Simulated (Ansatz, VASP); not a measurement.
## Al4Te: VASP beside Ansatz

```
Al Te
1.0
    -3.23040    3.23040    3.23040
     3.23040   -3.23040    3.23040
     3.23040    3.23040   -3.23040
Al Te
4 1
Direct
  0.50000 0.50000 0.50000
  0.50000 0.00000 0.00000
  0.00000 0.00000 0.50000
  0.00000 0.50000 0.00000
  0.00000 0.00000 0.00000
```

Change from the starting cell: species swapped into the Hg4Pt type (Im-3m, No. 229).

Alike in both runs: functional PBE; k mesh 8 × 8 × 8; occupations gaussian, width 0.1 eV; no spin polarisation.

Ansatz relaxed the structure, and its values are those at the end. VASP's run is a single point on that final structure, the one shown.

```csv
,VASP,Ansatz
version,VASP 6.6.1,Ansatz 0.2.0
potentials or method,"VASP PAW PBE potentials, release 64 (Al, Te), cutoff 520 eV","scalar-relativistic, plane waves, PAW"
valence electrons in the cell,18,28
```

|  | VASP | Ansatz | Ansatz less VASP |
| --- | --- | --- | --- |
| gap on the k mesh at the Fermi level (eV) | none | none | - |
| pressure (GPa) | 0.1 | 0.0 | -0.06 |

A gap of «none» marks a metal or a gap that the smearing closes. VASP's potentials hold 18 valence electrons a cell and Ansatz's 28, so a difference there can come from the potentials and not from the codes.

Neither program's run includes spin-orbit coupling.
